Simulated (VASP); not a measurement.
Input of a VASP 6.6.1 run:

The input INCAR:

```
PREC = Accurate ; ENCUT = 600
EDIFF = 1E-7 ; ISMEAR = 0
SIGMA = 0.1 ; LREAL = F
LASPH = T ; NELM = 60
ALGO = Fast ; ISIF = 3
LWAVE = F ; LCHARG = F
GGA = PE ; IBRION = 2
NSW = 100 ; EDIFFG = -0.01
```

KPOINTS

```
Automatic mesh
0
Gamma
  18 18 18
```

The input POSCAR:

```
Al3Os
1.0
   -1.8725153904      1.8725153904      4.1827616513
    1.8725153904     -1.8725153904      4.1827616513
    1.8725153904      1.8725153904     -4.1827616513
Al Os
3 1
Direct
    0.5000000000      0.5000000000      0.0000000000
    0.2500000000      0.7500000000      0.5000000000
    0.7500000000      0.2500000000      0.5000000000
    0.0000000000      0.0000000000      0.0000000000
```

Potentials or basis: VASP PAW PBE potentials, release 64 (Al, Os).

Command:

```bash
$ cat potpaw_PBE.64/Al/POTCAR potpaw_PBE.64/Os/POTCAR > POTCAR
$ mpirun -np 1 vasp_std > vasp.out
```

Estimate the relaxed cell.

a = 4.727 Å, b = 4.727 Å, c = 4.727 Å, α = 131.47°, β = 131.47°, γ = 71.07°.

What does it give for the band gap on the k mesh?

Zero (an odd number of electrons rules out a gap without spin polarisation).

Final structure:
```
CELL_PARAMETERS angstrom
-1.94276 1.94276 3.84673
1.94276 -1.94276 3.84673
1.94276 1.94276 -3.84673
ATOMIC_POSITIONS crystal
Al 0.50000 0.50000 0.00000
Al 0.25000 0.75000 0.50000
Al 0.75000 0.25000 0.50000
Os 0.00000 0.00000 0.00000
```

Caveat: spin-orbit coupling is left out, which moves the levels of the heavy elements.
